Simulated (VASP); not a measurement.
# W (Im-3m) in VASP: notebook, part 3 of 3

VASP 6.6.1. The steps go on from the part before.

### Step 6. Electric field gradients, r2SCAN (volume scaled by 1.04)

Contents of POSCAR:

```
W
1.0
   -1.6060175114      1.6060175114      1.6060175114
    1.6060175114     -1.6060175114      1.6060175114
    1.6060175114      1.6060175114     -1.6060175114
W
1
Direct
    0.0000000000      0.0000000000      0.0000000000
```

Contents of INCAR.step1:

```
SYSTEM = W
ALGO     = Normal         ! electronic algorithm
EDIFF    = 1E-4           ! SCF threshold, eV
ENCUT    = 520            ! plane-wave cutoff, eV
GGA      = PE             ! functional
ISMEAR   = -1             ! smearing method
LASPH    = .True.         ! aspherical terms in the spheres
LCHARG   = .False.        ! write CHGCAR
LREAL    = .False.        ! projectors in reciprocal space
LWAVE    = .True.         ! write WAVECAR
NBANDS   = 13             ! bands
NELM     = 60             ! most SCF steps
PREC     = Accurate       ! precision mode
SIGMA    = 0.03           ! smearing width, eV
```

Contents of INCAR.step2:

```
SYSTEM = W
ALGO     = Normal         ! electronic algorithm
EDIFF    = 1E-8           ! SCF threshold, eV
ENCUT    = 520            ! plane-wave cutoff, eV
ISIF     = 2              ! what is computed and relaxed
ISMEAR   = -1             ! smearing method
ISTART   = 1            
LASPH    = .True.         ! aspherical terms in the spheres
LCHARG   = .False.        ! write CHGCAR
LEFG     = .True.       
LMIXTAU  = .True.       
LREAL    = .False.        ! projectors in reciprocal space
LWAVE    = .False.        ! write WAVECAR
METAGGA  = R2SCAN         ! meta-GGA
NBANDS   = 13             ! bands
NELM     = 60             ! most SCF steps
PREC     = Accurate       ! precision mode
SIGMA    = 0.03           ! smearing width, eV
```

Contents of KPOINTS:

```
k-points
0
Gamma
  16 16 16
  0 0 0
```

Potentials or basis: VASP PAW PBE potentials, release 64 (W_sv).

The run is started by

```
$ cat potpaw_PBE.64/W_sv/POTCAR > POTCAR
$ cp INCAR.step1 INCAR
$ mpirun -np 1 vasp_std > vasp.out
$ cp INCAR.step2 INCAR
$ mpirun -np 1 vasp_std > vasp.out
```

OUTCAR:

```text
SYSTEM = W
   EDIFF = 1E-8
   ENCUT = 520
   ISIF = 2
   ISMEAR = -1
   ISTART = 1
   LASPH = .True.
   LREAL = .False.
   METAGGA = R2SCAN
   NELM = 60
   PREC = Accurate

 ion  position               nearest neighbor table
   1  0.000  0.000  0.000-

  LATTYP: Found a body centered cubic cell.
 ALAT       =     3.2120350228

  Lattice vectors:

[... 591 lines left out ...]
 -----------------------------------------------------------------------------------
    total drift:                                0.000000      0.000000     -0.000000

  FREE ENERGIE OF THE ION-ELECTRON SYSTEM (eV)
  ---------------------------------------------------
  free  energy   TOTEN  =       -51.3343347967 eV

  energy  without entropy=      -51.3326612169  energy(sigma->0) =      -51.33349801

 Electric field gradients (V/A^2)
---------------------------------------------------------------------
 ion       V_xx      V_yy      V_zz      V_xy      V_xz      V_yz
---------------------------------------------------------------------
   1       0.000    -0.000    -0.000    -0.000    -0.000    -0.000
---------------------------------------------------------------------

 Electric field gradients after diagonalization (V/A^2)
 (convention: |V_zz| > |V_xx| > |V_yy|)
----------------------------------------------------------------------
 ion       V_xx      V_yy      V_zz     asymmetry (V_yy - V_xx)/ V_zz
----------------------------------------------------------------------
   1       0.000     0.000    -0.001       0.000
----------------------------------------------------------------------

           NMR quadrupolar parameters

 Cq : quadrupolar parameter    Cq=e*Q*V_zz/h
 eta: asymmetry parameters     (V_yy - V_xx)/ V_zz
 Q  : nuclear electric quadrupole moment in mb (millibarn)
----------------------------------------------------------------------
 ion       Cq(MHz)       eta       Q (mb)
----------------------------------------------------------------------
   1      -0.000       0.000       1.000
----------------------------------------------------------------------
```

OUTCAR.step1:

```text
SYSTEM = W
   EDIFF = 1E-4
   ENCUT = 520
   GGA = PE
   ISMEAR = -1
[... 600 lines left out ...]

 POSITION                                       TOTAL-FORCE (eV/Angst)
 -----------------------------------------------------------------------------------
      0.00000      0.00000      0.00000        -0.000000     -0.000000     -0.000000
 -----------------------------------------------------------------------------------
    total drift:                               -0.000000      0.000000     -0.000000

  FREE ENERGIE OF THE ION-ELECTRON SYSTEM (eV)
  ---------------------------------------------------
  free  energy   TOTEN  =       -12.9478497484 eV

  energy  without entropy=      -12.9455248443  energy(sigma->0) =      -12.94668730
```

OSZICAR.step1:

```text
N       E                     dE             d eps       ncg     rms          rms(c)
DAV:   1     0.845052678558E+02    0.84505E+02   -0.74923E+03  3794   0.121E+03
DAV:   2    -0.119368377984E+02   -0.96442E+02   -0.92610E+02  4255   0.315E+02
DAV:   3    -0.136013317280E+02   -0.16645E+01   -0.16594E+01  4130   0.399E+01
DAV:   4    -0.136083602450E+02   -0.70285E-02   -0.70284E-02  4150   0.287E+00
DAV:   5    -0.136084209618E+02   -0.60717E-04   -0.60717E-04  4210   0.254E-01    0.193E+01
DAV:   6    -0.130844925455E+02    0.52393E+00   -0.45484E-01  3915   0.891E+00    0.739E+00
DAV:   7    -0.129517478655E+02    0.13274E+00   -0.22893E-01  4140   0.600E+00    0.760E-01
DAV:   8    -0.129479362807E+02    0.38116E-02   -0.45641E-03  3840   0.880E-01    0.111E-01
DAV:   9    -0.129478497484E+02    0.86532E-04   -0.16990E-04  4265   0.162E-01
   1 F= -.12947850E+02 E0= -.12946687E+02  d E =-.232490E-02
```

Wall time 39 s (1 thread of Intel Xeon 6975P-C (Granite Rapids), shared host); peak memory 0.16 GiB.

Results:

- Free energy: -51.3343 eV
- Pressure: -10.7 GPa
- Band gap on the k mesh: zero (band 7 reaches 15.67 eV, above the bottom of band 8 at 9.44 eV)

Caveat: without QUAD_EFG the Cq values of the log hold for a quadrupole moment of 1 mb, not for the nuclei; the PAW data sets were made with another functional, which shifts forces and pressure a little; spin-orbit coupling is left out, which moves the levels of the heavy elements.

### Step 7. Overview

| cell | gap on the mesh (eV) | pressure (GPa) |
| --- | --- | --- |
| a = 2.708 Å, angles 109.5°, 1 atom | none | 14.7 |
| a = 2.727 Å, angles 109.5°, 1 atom | none | 7.3 |
| a = 2.746 Å, angles 109.5°, 1 atom | none | 0.7 |
| a = 2.764 Å, angles 109.5°, 1 atom | none | -5.2 |
| a = 2.782 Å, angles 109.5°, 1 atom | none | -10.7 |

Alike in all rows: task electric field gradients; level r2SCAN; potentials or basis VASP PAW PBE potentials, release 64 (W_sv); no spin polarisation; k mesh 16 × 16 × 16; cutoff (eV) 520; smearing fermi-dirac 0.03 eV.

Caveats: the PAW data sets were made with another functional, which shifts forces and pressure a little; spin-orbit coupling is left out, which moves the levels of the heavy elements.

Total energies depend on the potentials used, so only differences within one code and one set of settings carry meaning.
